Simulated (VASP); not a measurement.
Runs of VASP 6.6.1 on SiC5. The structure is that of space group P4/mmm (No. 123), or close to it. The cells are those of the table. The cell was built from a structure type or drawn by symmetry, and may not be a known phase.

| task | cell | k mesh | cutoff (eV) | gap on the mesh (eV) | pressure (GPa) | relaxed volume (Å³/atom) |
| --- | --- | --- | --- | --- | --- | --- |
| single point | a = 3.889, b = 3.889, c = 3.511 Å, 6 atoms | 10 × 10 × 10 | 520 | none | 0.0 | - |
| single point | a = 3.886, b = 3.886, c = 3.501 Å, 6 atoms | 4 × 4 × 6 | 520 | none | 0.1 | - |
| relaxation of cell and atoms | relaxed from a = 3.834, b = 3.834, c = 3.582 Å, 6 atoms | 4 × 4 × 6 | 600 | none | -0.4 | (a) |
| relaxation of cell and atoms | relaxed from a = 3.475, b = 3.475, c = 4.136 Å, 6 atoms | 6 × 6 × 4 | 600 | none | 0.0 | 8.77 |
| single point | a = 3.834, b = 3.834, c = 3.582 Å, 6 atoms | 6 × 6 × 4 | 520 | none | -0.1 | - |

Alike in all rows: level PBE; potentials or basis VASP PAW PBE potentials, release 64 (Si, C); no spin polarisation; smearing gaussian 0.1 eV.

Task: Estimate the missing entries.

Result: (a) 8.84.

Caveats: some runs use coarse meshes.

A gap of «none» marks levels without a gap at the run's occupations.
